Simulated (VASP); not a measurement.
Here is a VASP 6.6.1 calculation.

The input INCAR:

```
SYSTEM = PbSe
PREC     = Accurate       ! precision mode
ENCUT    = 520            ! plane-wave cutoff, eV
EDIFF    = 1E-7           ! SCF threshold, eV
ISMEAR   = 0              ! smearing method
SIGMA    = 0.15           ! smearing width, eV
LREAL    = .False.        ! projectors in reciprocal space
LASPH    = .True.         ! aspherical terms in the spheres
NELM     = 100            ! most SCF steps
ALGO     = Normal         ! electronic algorithm
ISIF     = 2              ! what is computed and relaxed
LWAVE    = .False.        ! write WAVECAR
LCHARG   = .False.        ! write CHGCAR
GGA      = PE             ! functional
IVDW     = 12             ! dispersion correction
NBANDS   = 17             ! bands
```

The input KPOINTS:

```
Automatic mesh
0
Gamma
  12 12 12
  0 0 0
```

Contents of POSCAR:

```
PbSe
1.0
    3.7843220000      0.0000000000      0.0283824150
    0.0000000000      3.7843220000      0.0000000000
    0.0283824150      0.0000000000      3.7843220000
Pb Se
1 1
Direct
    0.0000000000      0.0000000000      0.0000000000
    0.5000000000      0.5000000000      0.5000000000
```

Potentials or basis: VASP PAW PBE potentials, release 64 (Pb_d, Se).

Command:

```bash
$ cat potpaw_PBE.64/Pb_d/POTCAR potpaw_PBE.64/Se/POTCAR > POTCAR
$ mpirun -np 1 vasp_std > vasp.out
```

(1) Predict the band gap on the k mesh.

(2) Predict the pressure.

Answers

(1) zero (band 10 reaches 5.47 eV, above the bottom of band 11 at 4.71 eV).

(2) -2.3 GPa.

Caveat: the cell differs from its parent crystal (strain +0.0150 x Voigt [0, 0, 0, 0, 1, 0]); spin-orbit coupling is left out, which moves the levels of the heavy elements; pairwise dispersion overbinds metals, which lowers pressure and volume.
